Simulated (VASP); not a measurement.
# Al15CdN16 (a cell with a defect) in VASP: a series of runs

The runs below take Al15CdN16 (a cell with a defect) through single point, relaxation of the atoms, with HSE06, r2SCAN, PBE.

Program: VASP 6.6.1. These are calculated values, not measurements. Logs are shortened: lines on timing, memory, paths and dates and some standing lists are left out, and cuts for length are marked.

## 1. The cell of the first run

The cell holds a defect, 32 atoms: a = 6.260 Å, b = 6.260 Å, c = 10.035 Å, α = 90.00°, β = 90.00°, γ = 120.00°.

## 2. Single point, HSE06

File POSCAR:

```
Al15CdN16
1.0
    6.2595139128      0.0000000578      0.0000000000
   -3.1297570064      5.4208980350      0.0000000000
    0.0000000000      0.0000000000     10.0348065929
Al Cd N
15 1 16
Direct
    0.3339787934      0.1647951300      0.2486976802
    0.3345817141      0.1641294430      0.7536058309
    0.1661664254      0.3323771602      0.9959565325
    0.3350514456      0.6676790156      0.2478639575
    0.1716870898      0.8363676455      0.4970329030
    0.3343940109      0.6681573713      0.7543362310
    0.1648925711      0.8320892257      1.0010529810
    0.8310821110      0.1636992335      0.2478543119
    0.6625278575      0.3271075913      0.4970567204
    0.8306536843      0.1643907768      0.7542799632
    0.6665369163      0.3336087428      1.0010020641
    0.8335451384      0.6651356032      0.2510188484
    0.6653173071      0.8335387248      0.4979032964
    0.8334448658      0.6653083536      0.7476561319
    0.6668519803      0.8316903797      1.0005030882
    0.1611884074      0.3376687462      0.5059578161
    0.3441806863      0.1547498769      0.4319085391
    0.1676659762      0.3308732567      0.1865260757
    0.3342209307      0.1643858793      0.9428354441
    0.1676509851      0.3311795979      0.7215041967
    0.3521155838      0.7026261836      0.4305556401
    0.1644708610      0.8293108817      0.1874261380
    0.3341109423      0.6720784905      0.9434458225
    0.1688656195      0.8315974495      0.6897521141
    0.7962822025      0.1466990868      0.4305299479
    0.6693578481      0.3341977782      0.1873443127
    0.8264314504      0.1643759166      0.9433178738
    0.6671281944      0.3297246969      0.6897270907
    0.8326415854      0.6661179321      0.4405050577
    0.6697924460      0.8288444604      0.1867232136
    0.8318406481      0.6666600163      0.9375096082
    0.6671050938      0.8313848003      0.6911009359
```

File INCAR.step1:

```
PREC     = Accurate       # precision mode
ENCUT    = 520            # plane-wave cutoff, eV
EDIFF    = 1E-5           # SCF threshold, eV
ISMEAR   = -1             # smearing method
SIGMA    = 0.01           # smearing width, eV
LREAL    = Auto         
LASPH    = True           # aspherical terms in the spheres
NELM     = 120            # most SCF steps
ALGO     = Normal         # electronic algorithm
ISIF     = 2              # what is computed and relaxed
LWAVE    = True           # write WAVECAR
LCHARG   = False          # write CHGCAR
GGA      = PE             # functional
NELECT   = 138.0        
NBANDS   = 90             # bands
GGA_COMPAT= False        
ISYM     = -1
```

File INCAR.step2:

```
PREC     = Accurate       # precision mode
ENCUT    = 520            # plane-wave cutoff, eV
EDIFF    = 1E-6           # SCF threshold, eV
ISMEAR   = -1             # smearing method
SIGMA    = 0.01           # smearing width, eV
LREAL    = Auto         
LASPH    = True           # aspherical terms in the spheres
NELM     = 120            # most SCF steps
ALGO     = Normal         # electronic algorithm
ISIF     = 2              # what is computed and relaxed
LWAVE    = False          # write WAVECAR
LCHARG   = False          # write CHGCAR
GGA      = PE             # functional
LHFCALC  = True           # exact exchange
HFSCREEN = 0.2079         # screening, 1/A
PRECFOCK = Fast         
ISTART   = 1            
NELECT   = 138.0        
NBANDS   = 90             # bands
GGA_COMPAT= False        
ISYM     = -1
```

File KPOINTS:

```
explicit points
1
Reciprocal
  0.25000000   0.25000000   0.25000000 1
```

Potentials or basis: VASP PAW PBE potentials, release 64 (Al, Cd, N).

Started as:

```console
> cat potpaw_PBE.64/Al/POTCAR potpaw_PBE.64/Cd/POTCAR potpaw_PBE.64/N/POTCAR > POTCAR
> cp INCAR.step1 INCAR
> mpirun -np 1 vasp_std > vasp.out
> cp INCAR.step2 INCAR
> mpirun -np 1 vasp_std > vasp.out
```

OUTCAR:

```text
PREC = Accurate
   ENCUT = 520
   EDIFF = 1E-6
   ISMEAR = -1
   LREAL = Auto
   LASPH = True
   NELM = 120
   ISIF = 2
   GGA = PE
   LHFCALC = True
   HFSCREEN = 0.2079
   PRECFOCK = Fast
   ISTART = 1
   NELECT = 138.0
   ISYM = -1

 ion  position               nearest neighbor table
   1  0.334  0.165  0.249-  17 1.84  18 1.91  26 1.92  22 1.92   5 3.06   9 3.06  11 3.07   7 3.07
                             8 3.12   4 3.12   3 3.12  12 3.13  12 3.13   4 3.14   8 3.14  16 3.19
   2  0.335  0.164  0.754-  20 1.84  19 1.90  24 1.91  28 1.91   3 3.04  11 3.07   7 3.07   6 3.10
                            10 3.10  16 3.12   5 3.13   9 3.13  14 3.13  14 3.13  10 3.16   6 3.16
   3  0.166  0.332  0.996-  19 1.90  18 1.91  23 1.92  27 1.92  10 3.03   6 3.03   2 3.04   8 3.11
                             4 3.11   1 3.12   7 3.13  11 3.13  15 3.13  15 3.13  11 3.13   7 3.13
   4  0.335  0.668  0.248-  21 1.84  22 1.90  30 1.92  18 1.93  15 3.07   7 3.07   5 3.08  13 3.08
                             8 3.10   3 3.11   1 3.12  12 3.13  12 3.13   1 3.14  16 3.15   8 3.15
   5  0.172  0.836  0.497-  21 1.83  17 1.85  29 1.92  24 1.93   1 3.06   9 3.07  12 3.07   4 3.08
                            16 3.09  13 3.10  14 3.11   2 3.13   6 3.14  13 3.16  16 3.17   9 3.19
   6  0.334  0.668  0.754-  20 1.86  24 1.90  23 1.90  32 1.91   3 3.03  15 3.06   7 3.07  16 3.07
                             2 3.10  10 3.11  14 3.13  14 3.13  13 3.14   5 3.14  10 3.15   2 3.16
   7  0.165  0.832  0.001-  22 1.87  23 1.88  19 1.89  31 1.91   6 3.07   2 3.07   4 3.07   1 3.07
                            12 3.09  14 3.11  15 3.12  11 3.12   3 3.13   3 3.13  11 3.14  15 3.14
   8  0.831  0.164  0.248-  25 1.84  26 1.90  30 1.92  18 1.93  15 3.07  11 3.07   9 3.08  13 3.08
                             4 3.10   3 3.11   1 3.12  12 3.13  12 3.13   1 3.14  16 3.15   4 3.15
   9  0.663  0.327  0.497-  25 1.84  17 1.85  29 1.92  28 1.93   1 3.06   5 3.07  12 3.07   8 3.08
                            16 3.09  13 3.10  14 3.11   2 3.13  10 3.14  13 3.16  16 3.17   5 3.19
  10  0.831  0.164  0.754-  20 1.86  28 1.90  27 1.90  32 1.91   3 3.03  15 3.06  11 3.07  16 3.07
                             2 3.10   6 3.11  14 3.13  14 3.13  13 3.14   9 3.14   6 3.15   2 3.16
  11  0.667  0.334  0.001-  26 1.87  27 1.88  19 1.89  31 1.91  10 3.07   2 3.07   8 3.07   1 3.07
                            12 3.09  14 3.11  15 3.12   7 3.12   3 3.13   3 3.13   7 3.14  15 3.14
  12  0.834  0.665  0.251-  30 1.89  29 1.90  22 1.90  26 1.90   9 3.07   5 3.07  13 3.08   7 3.09
                            11 3.09  15 3.10   4 3.13   8 3.13   1 3.13   1 3.13   8 3.13   4 3.13
  13  0.665  0.834  0.498-  25 1.83  21 1.83  29 1.90  32 1.94  12 3.08   8 3.08   4 3.08   9 3.10
                             5 3.10  14 3.10  16 3.13  16 3.13  10 3.14   6 3.14   5 3.16   9 3.16
  14  0.833  0.665  0.748-  32 1.89  31 1.91  24 1.91  28 1.91  13 3.10   9 3.11   5 3.11   7 3.11
                            15 3.11  11 3.11  10 3.13   6 3.13   2 3.13   2 3.13   6 3.13  10 3.13
  15  0.667  0.832  0.001-  30 1.87  23 1.89  27 1.89  31 1.90   6 3.06  10 3.06   4 3.07   8 3.07
                            12 3.10  14 3.11   7 3.12  11 3.12   3 3.13   3 3.13  11 3.14   7 3.14
  16  0.161  0.338  0.506-  17 2.12  25 2.12  21 2.12  20 2.16  10 3.07   6 3.07   9 3.09   5 3.09
                             2 3.12  13 3.13  13 3.13   4 3.15   8 3.15   5 3.17   9 3.17   1 3.19
  17  0.344  0.155  0.432-   1 1.84   9 1.85   5 1.85  16 2.12
  18  0.168  0.331  0.187-   1 1.91   3 1.91   8 1.93   4 1.93
  19  0.334  0.164  0.943-  11 1.89   7 1.89   3 1.90   2 1.90
  20  0.168  0.331  0.722-   2 1.84   6 1.86  10 1.86  16 2.16
  21  0.352  0.703  0.431-  13 1.83   5 1.83   4 1.84  16 2.12
  22  0.164  0.829  0.187-   7 1.87   4 1.90  12 1.90   1 1.92
[... 8 lines left out ...]
  31  0.832  0.667  0.938-  15 1.90  14 1.91  11 1.91   7 1.91
  32  0.667  0.831  0.691-  14 1.89   6 1.91  10 1.91  13 1.94

IMPORTANT INFORMATION: All symmetrisations will be switched off!
NOSYMM: (Re-)initialisation of all symmetry stuff for point group C_1.

----------------------------------------------------------------------------------------

                                     Primitive cell

  volume of cell :     340.5029

  direct lattice vectors                    reciprocal lattice vectors
     6.259513913  0.000000058  0.000000000     0.159756813  0.092235641  0.000000000
    -3.129757006  5.420898035  0.000000000    -0.000000002  0.184471279  0.000000000
     0.000000000  0.000000000 10.034806593     0.000000000  0.000000000  0.099653141

  length of vectors
     6.259513913  6.259513913 10.034806593     0.184471279  0.184471279  0.099653141

  position of ions in fractional coordinates (direct lattice)
     0.333978793  0.164795130  0.248697680
     0.334581714  0.164129443  0.753605831
     0.166166425  0.332377160  0.995956533
     0.335051446  0.667679016  0.247863958
     0.171687090  0.836367645  0.497032903
     0.334394011  0.668157371  0.754336231
[... 24 lines left out ...]
     0.831840648  0.666660016  0.937509608
     0.667105094  0.831384800  0.691100936

  ion indices of the primitive-cell ions
   primitive index   ion index
                 1           1
                 2           2
                 3           3
                 4           4
                 5           5
                 6           6
[... 24 lines left out ...]
                31          31
                32          32

----------------------------------------------------------------------------------------

 KPOINTS: explicit points

Read explicit list of k-points.

 Found      1 k-points:

 Following reciprocal coordinates:
            Coordinates               Weight
  0.250000  0.250000  0.250000      1.000000
   k-points           NKPTS =      1   k-points in BZ     NKDIM =      1   number of bands    NBANDS=     90
   number of dos      NEDOS =    301   number of ions     NIONS =     32
   total plane-waves  NPLWV = 184320
   dimension x,y,z NGX =    48 NGY =   48 NGZ =   80
   dimension x,y,z NGXF=    96 NGYF=   96 NGZF=  160
   ions per type =              15   1  16
   NGX,Y,Z   is equivalent  to a cutoff of  12.75, 12.75, 13.25 a.u.
   NGXF,Y,Z  is equivalent  to a cutoff of  25.50, 25.50, 26.51 a.u.
 SYSTEM =  unknown system
   PREC   = accura    normal or accurate (medium, high low for compatibility)
   ISTART =      1    job   : 0-new  1-cont  2-samecut
   ICHARG =      0    charge: 1-file 2-atom 10-const
   ISPIN  =      1    spin polarized calculation?
   LNONCOLLINEAR =      F non collinear calculations
   LSORBIT =      F    spin-orbit coupling
   LASPH  =      T    aspherical Exc in radial PAW
   ENCUT  =  520.0 eV  38.22 Ry    6.18 a.u.  11.64 11.64 18.66*2*pi/ulx,y,z
   NELM   =    120;   NELMIN=  2; NELMDL=  0     # of ELM steps
   EDIFF  = 0.1E-05   stopping-criterion for ELM
   LREAL  =      T    real-space projection
   EDIFFG = 0.1E-04   stopping-criterion for IOM
   NSW    =      0    number of steps for IOM
   IBRION =     -1    ionic relax: 0-MD 1-quasi-New 2-CG
   NFREE  =      0    steps in history (QN), initial steepest desc. (CG)
   ISIF   =      2    stress and relaxation
   ISYM   =     -1    0-nonsym 1-usesym 2-fastsym
   POTIM  = 0.5000    time-step for ionic-motion
   TEBEG  =    0.0;   TEEND  =   0.0 temperature during run
   PSTRESS=    0.0 pullay stress
   NELECT =     138.0000    total number of electrons
   NUPDOWN=      -1.0000    fix difference up-down
   EMIN   =  10.00;   EMAX   =-10.00  energy-range for DOS
   EFERMI =   0.00;   METHOD = LEGACY
   ISMEAR =    -1;   SIGMA  =   0.01  broadening in eV -4-tet -1-fermi 0-gaus
   EFERMI_NEDOS =   21; number of points for ismear=-14 and -15
   IALGO  =     38    algorithm
   IMIX   =      1    mixing-type and parameters
     AMIX     =   0.40;   BMIX     =  1.00
     AMIX_MAG =   1.60;   BMIX_MAG =  1.00
  volume/ion in A,a.u.               =      10.64        71.81
  Fermi-wavevector in a.u.,A,eV,Ry     =   1.211512  2.289425 19.970092  1.467760
  Thomas-Fermi vector in A             =   2.347025
   LORBIT       =      0    0 simple, 1 ext, 2 COOP (PROOUT), +10 PAW based schemes
   GGA     = PE    functional components
   LHFCALC =     T    Hartree Fock is set to
   PRECFOCK=fast      Normal, Fast or Accurate (Low or Medium for compatibility)
   ENCUT4O =  -1.0   cutoff for four orbital integrals eV
   NKREDX  =     1    reduce k-point grid by
   NKREDY  =     1    reduce k-point grid by
   NKREDZ  =     1    reduce k-point grid by
   AEXX    =    0.2500 exact exchange contribution
   HFSCREEN=    0.2079 screening length (either q_TF or 0.3 A-1)
   HFSCREENC=   0.2079 screening length for correlation (either q_TF or 0.3 A-1)
   ENCUTFOCK=  -1.0 apply spherical cutoff to Coloumb kernel
   IVDW    =     0    specifies the selected vdW correction
   LEPSILON=     F    determine dielectric tensor
   LRPA    =     F    only Hartree local field effects (RPA)
 non-spin polarized calculation
  energy-cutoff  :      520.00
  volume of cell :      340.50
 maximum number of plane-waves:      9148
 NGX is ok and might be reduce to    48
  NGX = 24; NGY = 24; NGZ = 40

 number of electron     138.0000006 magnetization

 Free energy of the ion-electron system (eV)
  ---------------------------------------------------
  ext. energy  EPLUGINS =         0.00000000
  ---------------------------------------------------
  free energy    TOTEN  =      -267.86233395 eV

  energy without entropy =     -267.86233395  energy(sigma->0) =     -267.86233395

 E-fermi :   5.6613     XC(G=0):  -9.0707

 val. band max:        5.4059273720   @ k =   0.2500   0.2500   0.2500
 cond. band min:      11.6811489366   @ k =   0.2500   0.2500   0.2500
 fundamental gap:      6.2752215645
 Fermi energy:         5.6613466103

 k-point     1 :       0.2500    0.2500    0.2500
  band No.  band energies     occupation
      1     -11.2385      2.00000
      2     -10.7127      2.00000
      3     -10.6023      2.00000
      4     -10.5429      2.00000
      5     -10.1726      2.00000
      6     -10.0506      2.00000
[... 73 lines left out ...]
     80      13.3254      0.00000
     81      13.5438      0.00000
 [bands above 81 left out]

------------------------ aborting loop because EDIFF is reached ----------------------------------------

  FORCE on cell =-STRESS in cart. coord.  units (eV):
  Direction    XX          YY          ZZ          XY          YZ          ZX
  --------------------------------------------------------------------------------------
  -------------------------------------------------------------------------------------
  Total       11.0137993      1.5105108     18.1061526     -8.1861439      0.2446443      0.0716056
  in kB       51.8235171      7.1074458     85.1953523    -38.5184764      1.1511312      0.3369275
  external PRESSURE =      48.0421051 kB  Pullay stress =       0.0000000 kB

 VOLUME and BASIS-vectors are now :
 -----------------------------------------------------------------------------
  energy-cutoff  :      520.00
  volume of cell :      340.50
      direct lattice vectors                 reciprocal lattice vectors
     6.259513913  0.000000058  0.000000000     0.159756813  0.092235641  0.000000000
    -3.129757006  5.420898035  0.000000000    -0.000000002  0.184471279  0.000000000
     0.000000000  0.000000000 10.034806593     0.000000000  0.000000000  0.099653141

 POSITION                                       TOTAL-FORCE (eV/Angst)
 -----------------------------------------------------------------------------------
      1.57478      0.89334      2.49563         0.012975     -0.010107      0.075615
      1.58063      0.88973      7.56229        -0.051106      0.028663      0.050191
     -0.00014      1.80178      9.99423         0.011395     -0.007154      0.023131
      0.00759      3.61942      2.48727        -0.007934      0.050041      0.069323
     -1.54295      4.53386      4.98763         0.088921      0.054924     -0.069579
      0.00197      3.62201      7.56962        -0.007720     -0.047387      0.057505
[... 24 lines left out ...]
      3.12043      3.61390      9.40773        -0.007491      0.002850     -0.017573
      1.57372      4.50685      6.93506         0.009802      0.000763      0.003352
 -----------------------------------------------------------------------------------
    total drift:                                0.001280     -0.007750      0.004011

  FREE ENERGIE OF THE ION-ELECTRON SYSTEM (eV)
  ---------------------------------------------------
  free  energy   TOTEN  =      -267.8623339525 eV

  energy  without entropy=     -267.8623339525  energy(sigma->0) =     -267.86233395
```

It took 3.7 min on 1 thread of Intel Xeon Platinum 8488C (Sapphire Rapids), shared host; peak memory 0.57 GiB.

What came out:

```yaml
Free_energy: -267.8623 eV
Largest_force: 0.127 eV/Å
```

Forces on the atoms (eV/Å):
```
Al   0.013 -0.010  0.076
Al  -0.051  0.029  0.050
Al   0.011 -0.007  0.023
Al  -0.008  0.050  0.069
Al   0.089  0.055 -0.070
Al  -0.008 -0.047  0.058
Al   0.031  0.001  0.042
Al  -0.050 -0.019  0.066
Al  -0.005 -0.103 -0.075
Al   0.033  0.016  0.056
Al   0.011 -0.018  0.043
Al  -0.012  0.008  0.012
Al  -0.086  0.045 -0.081
Al  -0.009  0.000  0.031
Al  -0.002  0.005  0.041
Cd   0.007 -0.005 -0.050
N    0.076 -0.044 -0.019
N    0.010 -0.003 -0.009
N   -0.007  0.003 -0.024
N    0.002  0.003 -0.002
N   -0.020  0.035 -0.003
N    0.005 -0.002 -0.054
N   -0.010  0.002 -0.034
N    0.005 -0.005  0.003
N   -0.041 -0.001  0.002
N    0.009 -0.002 -0.050
N   -0.006  0.004 -0.028
N    0.007  0.004  0.008
N   -0.006  0.005 -0.025
N    0.009 -0.003 -0.045
N   -0.007  0.003 -0.018
N    0.010  0.001  0.003
```

Caveat: the cell carries a net charge on a neutralising background, which shifts energy and pressure; the cell is charged against a uniform background, so pressure and absolute levels hang on convention; the PAW data sets were made with another functional, which shifts forces and pressure a little.

[end of part 1 of 3]
